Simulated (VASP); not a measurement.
A run of VASP 6.6.1 is set up as follows.

File INCAR:

```
PREC     = Accurate       # precision mode
ENCUT    = 520            # plane-wave cutoff, eV
EDIFF    = 1E-6           # SCF threshold, eV
ISMEAR   = 0              # smearing method
SIGMA    = 0.15           # smearing width, eV
LREAL    = F              # projectors in reciprocal space
LASPH    = T              # aspherical terms in the spheres
NELM     = 60             # most SCF steps
ALGO     = Fast           # electronic algorithm
ISIF     = 2              # what is computed and relaxed
LWAVE    = F              # write WAVECAR
LCHARG   = T              # write CHGCAR
GGA      = PS             # functional
LELF     = T              # ELF
LVHAR    = T            
NBANDS   = 21             # bands
```

The input KPOINTS:

```
regular mesh
0
Gamma
  24 24 24
```

File POSCAR:

```
Sn
1.0
   -2.7383207670      2.7383207670      1.7920928088
    2.7383207670     -2.7383207670      1.7920928088
    2.7383207670      2.7383207670     -1.7920928088
Sn
2
Direct
    0.7500000000      0.2500000000      0.5000000000
    0.0000000000      0.0000000000      0.0000000000
```

Potentials or basis: VASP PAW PBE potentials, release 64 (Sn_d).

Launch:

```bash
$ cat potpaw_PBE.64/Sn_d/POTCAR > POTCAR
$ mpirun -np 1 vasp_std > vasp.out
```

Q: Predict the pressure.

A: 2.5 GPa.

Q: What does it give for the band gap on the k mesh?

A: Zero (bands 14 and 15 overlap by 5.31 eV).

Stress tensor (GPa, compression positive):
```
 5.21  0.00  0.00
 0.00  5.21  0.00
 0.00  0.00 -2.89
```

Caveat: the stress differs along the axes, from -3 to 5 GPa; the PAW data sets were made with another functional, which shifts forces and pressure a little; spin-orbit coupling is left out, which moves the levels of the heavy elements.
